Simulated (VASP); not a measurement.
# Pb (Fm-3m) in VASP: further runs

The runs below take Pb through relaxation of cell and atoms, single point, with RPBE+D4, BLYP, RPBE+D3(BJ).

Everything below comes from runs of VASP 6.6.1. Logs are shortened: lines on timing, memory, paths and dates and some standing lists are left out, and cuts for length are marked.

## 1. The cell of the first run

It takes space group Fm-3m (No. 225, cubic). Conventional cell: a = 4.950 Å, b = 4.950 Å, c = 4.950 Å, α = 90.00°, β = 90.00°, γ = 90.00°. Within 4.6 Å of Pb (site symmetry m-3m) lie 12 Pb at 3.50 Å.

## 2. Relaxation of cell and atoms, RPBE+D4

Input file INCAR:

```
SYSTEM = Pb
PREC     = Accurate       ! precision mode
ENCUT    = 600            ! plane-wave cutoff, eV
EDIFF    = 1E-7           ! SCF threshold, eV
ISMEAR   = -1             ! smearing method
SIGMA    = 0.05           ! smearing width, eV
LREAL    = .FALSE.        ! projectors in reciprocal space
LASPH    = .TRUE.         ! aspherical terms in the spheres
NELM     = 100            ! most SCF steps
ALGO     = Normal         ! electronic algorithm
ISIF     = 3              ! what is computed and relaxed
LWAVE    = .FALSE.        ! write WAVECAR
LCHARG   = .FALSE.        ! write CHGCAR
GGA      = RP             ! functional
IVDW     = 13             ! dispersion correction
IBRION   = 2              ! ionic algorithm
NSW      = 80             ! ionic steps
EDIFFG   = -0.01          ! ionic threshold
```

Input file KPOINTS:

```
regular mesh
0
G
  9 9 9
  0 0 0
```

Input file POSCAR:

```
Pb
1.0
    0.0000000000      2.4750200000      2.4750200000
    2.4750200000      0.0000000000      2.4750200000
    2.4750200000      2.4750200000      0.0000000000
Pb
1
Direct
    0.0000000000      0.0000000000      0.0000000000
```

Potentials or basis: VASP PAW PBE potentials, release 64 (Pb_d).

Launch:

```
cat potpaw_PBE.64/Pb_d/POTCAR > POTCAR
mpirun -np 1 vasp_std > vasp.out
```

OUTCAR:

```text
SYSTEM = Pb
   PREC = Accurate
   ENCUT = 600
   EDIFF = 1E-7
   ISMEAR = -1
   LREAL = .FALSE.
   LASPH = .TRUE.
   NELM = 100
   ISIF = 3
   GGA = RP
   IVDW = 13
   IBRION = 2
   NSW = 80
   EDIFFG = -0.01

 ion  position               nearest neighbor table
   1  0.000  0.000  0.000-

  LATTYP: Found a face centered cubic cell.
 ALAT       =     4.9500400000

  Lattice vectors:

 A1 = (   0.0000000000,   2.4750200000,   2.4750200000)
 A2 = (   2.4750200000,   0.0000000000,   2.4750200000)
 A3 = (   2.4750200000,   2.4750200000,   0.0000000000)

Analysis of symmetry for initial positions (statically):
[... 5 lines left out ...]
 face centered cubic supercell.

 Subroutine GETGRP returns: Found 48 space group operations
 (whereof 48 operations were pure point group operations)
 out of a pool of 48 trial point group operations.

The static configuration has the point symmetry O_h .

Analysis of symmetry for dynamics (positions and initial velocities):
[... 5 lines left out ...]
 face centered cubic supercell.

 Subroutine GETGRP returns: Found 48 space group operations
 (whereof 48 operations were pure point group operations)
 out of a pool of 48 trial point group operations.

The dynamic configuration has the point symmetry O_h .

 Subroutine INISYM returns: Found 48 space group operations
 (whereof 48 operations are pure point group operations),
 and found     1 'primitive' translations

----------------------------------------------------------------------------------------

                                     Primitive cell

  volume of cell :      30.3226

  direct lattice vectors                    reciprocal lattice vectors
     0.000000000  2.475020000  2.475020000    -0.202018570  0.202018570  0.202018570
     2.475020000  0.000000000  2.475020000     0.202018570 -0.202018570  0.202018570
     2.475020000  2.475020000  0.000000000     0.202018570  0.202018570 -0.202018570

  length of vectors
     3.500206851  3.500206851  3.500206851     0.349906427  0.349906427  0.349906427

  position of ions in fractional coordinates (direct lattice)
     0.000000000  0.000000000  0.000000000

  ion indices of the primitive-cell ions
   primitive index   ion index
                 1           1

----------------------------------------------------------------------------------------

 KPOINTS: regular mesh

Automatic generation of k-mesh.
 Grid dimensions read from file:
 generate k-points for:    9    9    9

 Generating k-lattice:

  Cartesian coordinates                     Fractional coordinates (reciprocal lattice)
    -0.022446508  0.022446508  0.022446508     0.111111111  0.000000000  0.000000000
     0.022446508 -0.022446508  0.022446508     0.000000000  0.111111111  0.000000000
     0.022446508  0.022446508 -0.022446508     0.000000000  0.000000000  0.111111111

  Length of vectors
     0.038878492  0.038878492  0.038878492

  Shift w.r.t. Gamma in fractional coordinates (k-lattice)
     0.000000000  0.000000000  0.000000000

 Subroutine IBZKPT returns following result:
 ===========================================

 Found     35 irreducible k-points:

 Following reciprocal coordinates:
            Coordinates               Weight
  0.000000  0.000000  0.000000      1.000000
  0.111111  0.000000  0.000000      8.000000
  0.222222  0.000000  0.000000      8.000000
  0.333333  0.000000  0.000000      8.000000
  0.444444  0.000000  0.000000      8.000000
  0.111111  0.111111  0.000000      6.000000
[... 16 lines left out ...]
 -0.333333  0.333333  0.000000     12.000000
  0.444444  0.444444  0.000000      6.000000
 [... further k-points ...]
   k-points           NKPTS =     35   k-points in BZ     NKDIM =     35   number of bands    NBANDS=     11
   number of dos      NEDOS =    301   number of ions     NIONS =      1
   total plane-waves  NPLWV =  21952
   dimension x,y,z NGX =    28 NGY =   28 NGZ =   28
   dimension x,y,z NGXF=    56 NGYF=   56 NGZF=   56
   ions per type =               1
   NGX,Y,Z   is equivalent  to a cutoff of  13.30, 13.30, 13.30 a.u.
   NGXF,Y,Z  is equivalent  to a cutoff of  26.60, 26.60, 26.60 a.u.
 SYSTEM =  Pb
   PREC   = accura    normal or accurate (medium, high low for compatibility)
   ISTART =      0    job   : 0-new  1-cont  2-samecut
   ICHARG =      2    charge: 1-file 2-atom 10-const
   ISPIN  =      1    spin polarized calculation?
   LNONCOLLINEAR =      F non collinear calculations
   LSORBIT =      F    spin-orbit coupling
   LASPH  =      T    aspherical Exc in radial PAW
   ENCUT  =  600.0 eV  44.10 Ry    6.64 a.u.   6.99  6.99  6.99*2*pi/ulx,y,z
   NELM   =    100;   NELMIN=  2; NELMDL= -5     # of ELM steps
   EDIFF  = 0.1E-06   stopping-criterion for ELM
   LREAL  =      F    real-space projection
   EDIFFG = -.1E-01   stopping-criterion for IOM
   NSW    =     80    number of steps for IOM
   IBRION =      2    ionic relax: 0-MD 1-quasi-New 2-CG
   NFREE  =      1    steps in history (QN), initial steepest desc. (CG)
   ISIF   =      3    stress and relaxation
   ISYM   =      2    0-nonsym 1-usesym 2-fastsym
   POTIM  = 0.5000    time-step for ionic-motion
   TEBEG  =    0.0;   TEEND  =   0.0 temperature during run
   PSTRESS=    0.0 pullay stress
   NELECT =      14.0000    total number of electrons
   NUPDOWN=      -1.0000    fix difference up-down
   EMIN   =  10.00;   EMAX   =-10.00  energy-range for DOS
   EFERMI =   0.00;   METHOD = LEGACY
   ISMEAR =    -1;   SIGMA  =   0.05  broadening in eV -4-tet -1-fermi 0-gaus
   EFERMI_NEDOS =   21; number of points for ismear=-14 and -15
   IALGO  =     38    algorithm
   IMIX   =      4    mixing-type and parameters
     AMIX     =   0.40;   BMIX     =  1.00
     AMIX_MAG =   1.60;   BMIX_MAG =  1.00
  volume/ion in A,a.u.               =      30.32       204.63
  Fermi-wavevector in a.u.,A,eV,Ry     =   1.265306  2.391081 21.782907  1.600999
  Thomas-Fermi vector in A             =   2.398566
   LORBIT       =      0    0 simple, 1 ext, 2 COOP (PROOUT), +10 PAW based schemes
   GGA     = RP    functional components
   LHFCALC =     F    Hartree Fock is set to
   AEXX    =    0.0000 exact exchange contribution
   IVDW    =    13    specifies the selected vdW correction
   LEPSILON=     F    determine dielectric tensor
   LRPA    =     F    only Hartree local field effects (RPA)
 conjugate gradient relaxation of ions
 non-spin polarized calculation
  energy-cutoff  :      600.00
  volume of cell :       30.32
 maximum number of plane-waves:      1022
   NGX = 13   NGY = 13   NGZ = 13

--------------------------------------- Ionic step        1  -------------------------------------------

 number of electron      13.9999999 magnetization

 Free energy of the ion-electron system (eV)
  ---------------------------------------------------
  ext. energy  EPLUGINS =         0.00000000
  ---------------------------------------------------
  free energy    TOTEN  =        -3.16523657 eV

  energy without entropy =       -3.16213889  energy(sigma->0) =       -3.16368773

------------------------ aborting loop because EDIFF is reached ----------------------------------------

  DFT-D4 for vdW energy calculation

  Edisp (eV):   -0.72956

  FORCE on cell =-STRESS in cart. coord.  units (eV):
  Direction    XX          YY          ZZ          XY          YZ          ZX
  --------------------------------------------------------------------------------------
  -------------------------------------------------------------------------------------
  Total       0.05723     0.05723     0.05723    -0.00000     0.00000     0.00000
  in kB       3.02378     3.02378     3.02378    -0.00000     0.00000     0.00000
  external pressure =        3.02 kB  Pullay stress =        0.00 kB

 VOLUME and BASIS-vectors are now :
 -----------------------------------------------------------------------------
  energy-cutoff  :      600.00
  volume of cell :       30.32
      direct lattice vectors                 reciprocal lattice vectors
     0.000000000  2.475020000  2.475020000    -0.202018570  0.202018570  0.202018570
     2.475020000  0.000000000  2.475020000     0.202018570 -0.202018570  0.202018570
     2.475020000  2.475020000  0.000000000     0.202018570  0.202018570 -0.202018570
[... 40 lines left out ...]
 POSITION                                       TOTAL-FORCE (eV/Angst)
 -----------------------------------------------------------------------------------
      0.00000      0.00000      0.00000         0.000000     -0.000000      0.000000
 -----------------------------------------------------------------------------------
    total drift:                               -0.000000     -0.000000     -0.000000

  FREE ENERGIE OF THE ION-ELECTRON SYSTEM (eV)
  ---------------------------------------------------
  free  energy   TOTEN  =        -3.8949583035 eV

  energy  without entropy=       -3.8918116623  energy(sigma->0) =       -3.89338498

--------------------------------------- Ionic step        3  -------------------------------------------

 number of electron      14.0000000 magnetization

 Free energy of the ion-electron system (eV)
  ---------------------------------------------------
  ext. energy  EPLUGINS =         0.00000000
  ---------------------------------------------------
  free energy    TOTEN  =        -3.16966981 eV

  energy without entropy =       -3.16653619  energy(sigma->0) =       -3.16810300

 E-fermi :   7.2023     XC(G=0): -10.0572

 val. band max:        6.9781013889   @ k =  -0.3333   0.3333   0.1111
 cond. band min:       7.2099025987   @ k =  -0.2222   0.3333   0.1111
 fundamental gap:      0.2318012098
 Fermi energy:         7.2022599083

 k-point     1 :       0.0000    0.0000    0.0000
  band No.  band energies     occupation
      1      -9.8003      2.00000
      2      -9.8003      2.00000
      3      -9.8003      2.00000
      4      -9.6647      2.00000
      5      -9.6647      2.00000
      6      -4.3656      2.00000
      7      14.7334      0.00000
      8      14.7334      0.00000
      9      14.7334      0.00000
     10      17.0607      0.00000
     11      18.5599      0.00000

 k-point     2 :       0.1111    0.0000    0.0000
  band No.  band energies     occupation
      1      -9.8008      2.00000
      2      -9.7844      2.00000
      3      -9.7844      2.00000
      4      -9.6648      2.00000
      5      -9.6648      2.00000
      6      -4.1292      2.00000
      7      12.3632      0.00000
      8      14.4517      0.00000
      9      14.4517      0.00000
     10      16.6611      0.00000
     11      19.5585      0.00000
[... 295 lines left out ...]
 k-point    24 :       0.4444    0.4444    0.0000
  band No.  band energies     occupation
      1      -9.9541      2.00000
      2      -9.8647      2.00000
      3      -9.5483      2.00000
      4      -9.5098      2.00000
      5      -9.5098      2.00000
      6       0.1929      2.00000
      7       4.6445      2.00000
      8       9.4948      0.00000
      9       9.4948      0.00000
     10      12.7674      0.00000
     11      13.9792      0.00000

 [... further k-points ...]

------------------------ aborting loop because EDIFF is reached ----------------------------------------

  DFT-D4 for vdW energy calculation

  Edisp (eV):   -0.72530

  FORCE on cell =-STRESS in cart. coord.  units (eV):
  Direction    XX          YY          ZZ          XY          YZ          ZX
  --------------------------------------------------------------------------------------
  -------------------------------------------------------------------------------------
  Total       0.00155     0.00155     0.00155     0.00000    -0.00000     0.00000
  in kB       0.08125     0.08125     0.08125     0.00000    -0.00000     0.00000
  external pressure =        0.08 kB  Pullay stress =        0.00 kB

 VOLUME and BASIS-vectors are now :
 -----------------------------------------------------------------------------
  energy-cutoff  :      600.00
  volume of cell :       30.51
      direct lattice vectors                 reciprocal lattice vectors
     0.000000000  2.480232359  2.480232359    -0.201594015  0.201594015  0.201594015
     2.480232359  0.000000000  2.480232359     0.201594015 -0.201594015  0.201594015
     2.480232359  2.480232359  0.000000000     0.201594015  0.201594015 -0.201594015

 POSITION                                       TOTAL-FORCE (eV/Angst)
 -----------------------------------------------------------------------------------
      0.00000      0.00000      0.00000         0.000000     -0.000000      0.000000
 -----------------------------------------------------------------------------------
    total drift:                               -0.000000     -0.000000     -0.000000

  FREE ENERGIE OF THE ION-ELECTRON SYSTEM (eV)
  ---------------------------------------------------
  free  energy   TOTEN  =        -3.8949716163 eV

  energy  without entropy=       -3.8918379896  energy(sigma->0) =       -3.89340480

 reached required accuracy - stopping structural energy minimisation
```

Run time: 25 s. Hardware: 1 thread of Intel Xeon 6975P-C, shared host; peak memory 0.17 GiB.

Results:

```
Free energy                            : -3.8950 eV
Relaxed volume                         : 30.51 Å³/atom
Relaxed cell                           : a = 3.508 Å, b = 3.508 Å, c = 3.508 Å, α = 60.00°, β = 60.00°, γ = 60.00°
Space group after relaxing (to 0.05 Å) : Fm-3m (No. 225)
Energy gained by relaxing              : 0.2 meV/atom
Ionic steps                            : 3
Pressure after relaxing                : 0.0 GPa
Band gap on the k mesh                 : zero (band 7 reaches 14.73 eV, above the bottom of band 8 at 5.81 eV)
Dispersion energy per atom             : -0.725 eV
```

Step by step:
```
step  energy change (eV)  largest force (eV/Å)  pressure (GPa)  volume (Å³)
   1              0.0000                0.0000            0.30        30.32
   2             -0.0002                0.0000           -0.08        30.57
   3             -0.0002                0.0000            0.01        30.51
```

Final structure:
```yaml
crystal:
  lattice:
    - [0.00000, 2.48023, 2.48023]
    - [2.48023, 0.00000, 2.48023]
    - [2.48023, 2.48023, 0.00000]
  atoms:
    - { symbol: Pb, position: [0.00000, 0.00000, 0.00000] }
```

Caveat: the PAW data sets were made with another functional, which shifts forces and pressure a little; spin-orbit coupling is left out, which moves the levels of the heavy elements; pairwise dispersion overbinds metals, which lowers pressure and volume.

## 3. Relaxation of cell and atoms, BLYP

Input file INCAR:

```
AGGAC = 1.0
AGGAX = 1.0
ALDAC = 0.0
ALDAX = 1.0
ALGO = Normal
EDIFF = 1E-6
EDIFFG = -0.005
ENCUT = 600
GGA = B5
IBRION = 2
ISIF = 3
ISMEAR = -1
LASPH = True
LCHARG = False
LREAL = False
LWAVE = False
NELM = 80
NSW = 80
PREC = Accurate
SIGMA = 0.05
```

Input file KPOINTS:

```
k-points
0
Gamma
  9 9 9
```

POSCAR is that of step 2.

Potentials or basis: VASP PAW PBE potentials, release 64 (Pb_d).

Launch:

```
cat potpaw_PBE.64/Pb_d/POTCAR > POTCAR
mpirun -np 1 vasp_std > vasp.out
```

It took 63 s on 1 thread of Intel Xeon 6975P-C, shared host; peak memory 0.17 GiB.

Results (log left out):

| Quantity | Value |
| --- | --- |
| Free energy | -2.8864 eV |
| Relaxed volume | 34.63 Å³/atom |
| Relaxed cell | a = 3.659 Å, b = 3.659 Å, c = 3.659 Å, α = 60.00°, β = 60.00°, γ = 60.00° |
| Space group after relaxing (to 0.05 Å) | Fm-3m (No. 225) |
| Energy gained by relaxing | 72.5 meV/atom |
| Ionic steps | 5 |
| Pressure after relaxing | 0.0 GPa |
| Band gap on the k mesh | zero (band 7 reaches 12.57 eV, above the bottom of band 8 at 5.11 eV) |

Step by step:
| step | energy change (eV) | largest force (eV/Å) | pressure (GPa) | volume (Å³) |
| --- | --- | --- | --- | --- |
| 1 | 0.0000 | 0.0000 | 6.07 | 30.32 |
| 2 | -0.0695 | 0.0000 | -0.93 | 35.65 |
| 3 | -0.0725 | 0.0000 | 0.03 | 34.60 |
| 4 | -0.0725 | 0.0000 | -0.06 | 34.69 |
| 5 | -0.0725 | 0.0000 | 0.00 | 34.63 |

Final structure:
```cif
data_structure
_symmetry_space_group_name_H-M 'P 1'
_symmetry_Int_Tables_number 1
_cell_length_a 3.6585
_cell_length_b 3.6585
_cell_length_c 3.6585
_cell_angle_alpha 60.000
_cell_angle_beta 60.000
_cell_angle_gamma 60.000
_cell_volume 34.63
loop_
_atom_site_label
_atom_site_type_symbol
_atom_site_fract_x
_atom_site_fract_y
_atom_site_fract_z
_atom_site_occupancy
Pb1 Pb 0.00000 0.00000 0.00000 1
```

Levels at points of the mesh, in eV from the Fermi level:
```csv
k point,band 4,band 5,band 6,band 7,band 8,band 9,band 10,band 11
"(0.00, 0.00, 0.00)",-16.83,-16.83,-10.90,6.29,6.29,6.29,10.02,10.22
```

Caveat: the PAW data sets were made with another functional, which shifts forces and pressure a little; spin-orbit coupling is left out, which moves the levels of the heavy elements; the volume moved by +14 % from the deposited cell, more than functionals usually miss.

(Continued in part 2 of 2.)
